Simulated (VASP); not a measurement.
Set up this calculation in VASP 6.6.1, as the native input.

| Item | Value |
| --- | --- |
| Task | single point |
| Functional | PBEsol |
| Potentials or basis | VASP PAW PBE potentials, release 64 (W_sv) |
| Cutoff | 520 eV |
| k mesh | 10 × 10 × 10 |
| Occupations | fermi-dirac, width 0.1 eV |
| Spin | no spin polarisation |
| Dipole correction | no |
| Further INCAR settings | ALGO = Normal; EDIFF = 1e-06; NBANDS = 21 |

The structure of W lies in POSCAR:

```
W
1.0
    0.0000000000      2.8792487036      2.8792487036
    2.8792487036      0.0000000000      2.8792487036
    2.8792487036      2.8792487036      0.0000000000
W
2
Direct
    0.1250000000      0.1250000000      0.1250000000
    0.8750000000      0.8750000000      0.8750000000
```

This isn't the form of W at room conditions, which is bcc.

These files were run (other wordings do the same):

INCAR

```
PREC = Accurate
ENCUT = 520
EDIFF = 1E-6
ISMEAR = -1
SIGMA = 0.1
LREAL = F
LASPH = T
NELM = 100
ALGO = Normal
ISIF = 2
LWAVE = F
LCHARG = F
GGA = PS
NBANDS = 21
```

KPOINTS

```
regular mesh
0
Gamma
  10 10 10
```

Potentials or basis: VASP PAW PBE potentials, release 64 (W_sv).

Command:

```bash
$ cat potpaw_PBE.64/W_sv/POTCAR > POTCAR
$ mpirun -np 1 vasp_std > vasp.out
```

Results of the run:

```json
{
 "Pressure": "0.6 GPa",
 "Band gap on the k mesh": "zero (bands 14 and 15 overlap by 0.90 eV)"
}
```

Caveat: the PAW data sets were made with another functional, which shifts forces and pressure a little; spin-orbit coupling is left out, which moves the levels of the heavy elements.

It took 30 s on 1 thread of Intel(R) Xeon(R) Platinum 8488C (Sapphire Rapids) (shared host), peak memory 0.18 GiB.
